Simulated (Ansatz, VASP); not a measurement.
## Two plane-wave programs on Ta

Contents of INCAR:

```
PREC = Accurate ; ENCUT = 520
EDIFF = 1E-6 ; ISMEAR = -1
SIGMA = 0.1 ; LREAL = F
LASPH = T ; NELM = 60
ALGO = Normal ; ISIF = 2
LWAVE = F ; LCHARG = F
GGA = RE ; NBANDS = 12
```

The input KPOINTS:

```
Automatic mesh
0
Gamma
  22 22 22
```

File POSCAR:

```
Ta
1.0
   -1.6218998422      1.6218998422      1.6218998422
    1.6218998422     -1.6218998422      1.6218998422
    1.6218998422      1.6218998422     -1.6218998422
Ta
1
Direct
    0.0000000000      0.0000000000      0.0000000000
```

Input for Ansatz:

```yaml
crystal:
  lattice:
    - [-1.6218998422, 1.6218998422, 1.6218998422]
    - [1.6218998422, -1.6218998422, 1.6218998422]
    - [1.6218998422, 1.6218998422, -1.6218998422]
  atoms:
    - { symbol: Ta, position: [0.0, 0.0, 0.0] }
hamiltonian:
  xc: revpbe
  pseudopotentials:
    kind: paw
    azcp:
      Ta: "pseudopotentials/Ta.paw.azcp"
basis:
  ecutwfc: 420
  fft_grid_basis: typed
kpoints:
  mp_grid: { grid: [22, 22, 22], shift: [0, 0, 0] }
magnetization:
  spin_polarized: false
scf:
  occupations: { method: fermi_dirac, width: 0.1 }
output:
  stress: true
```

Alike in both runs: task single point; functional revPBE; k mesh 22 × 22 × 22; occupations fermi-dirac, width 0.1 eV; no spin polarisation.

```csv
,VASP,Ansatz
version,VASP 6.6.1,Ansatz 0.2.0
potentials or method,"VASP PAW PBE potentials, release 64 (Ta_pv), cutoff 520 eV","plane waves (420 eV) with PAW, scalar-relativistic"
valence electrons in the cell,11,13
```

```tsv
	VASP	Ansatz	Ansatz less VASP
pressure (GPa)	18.4	18.2	-0.19
```

VASP's potentials were made for PBE, not for revPBE. VASP's potentials hold 11 valence electrons a cell and Ansatz's 13, so a difference there can come from the potentials and not from the codes.

Neither program's run includes spin-orbit coupling.
